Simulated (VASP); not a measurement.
Here is a VASP 6.6.1 calculation.

INCAR

```
SYSTEM = Zr
PREC = Accurate ; ENCUT = 520
EDIFF = 1E-6 ; ISMEAR = -1
SIGMA = 0.1 ; LREAL = .False.
LASPH = .True. ; NELM = 60
ALGO = Normal ; ISIF = 2
LWAVE = .False. ; LCHARG = .False.
NBANDS = 19
```

The input KPOINTS:

```
regular mesh
0
Gamma
  18 18 10
  0 0 0
```

The input POSCAR:

```
Zr
1.0
    3.1432143070      0.0000000000      0.0000000000
   -1.5716071535      2.7221034394      0.0000000000
    0.0000000000      0.0000000000      5.0920071773
Zr
2
Direct
    0.3333333333      0.6666666667      0.2500000000
    0.6666666667      0.3333333333      0.7500000000
```

Potentials or basis: VASP PAW LDA potentials, release 64 (Zr_sv).

Command:

```bash
$ cat potpaw_LDA.64/Zr_sv/POTCAR > POTCAR
$ mpirun -np 1 vasp_std > vasp.out
```

Q: Predict the band gap on the k mesh.

A: Zero (band 12 reaches 10.51 eV, above the bottom of band 13 at 9.30 eV).

Q: What does it give for the pressure?

A: 0.1 GPa.
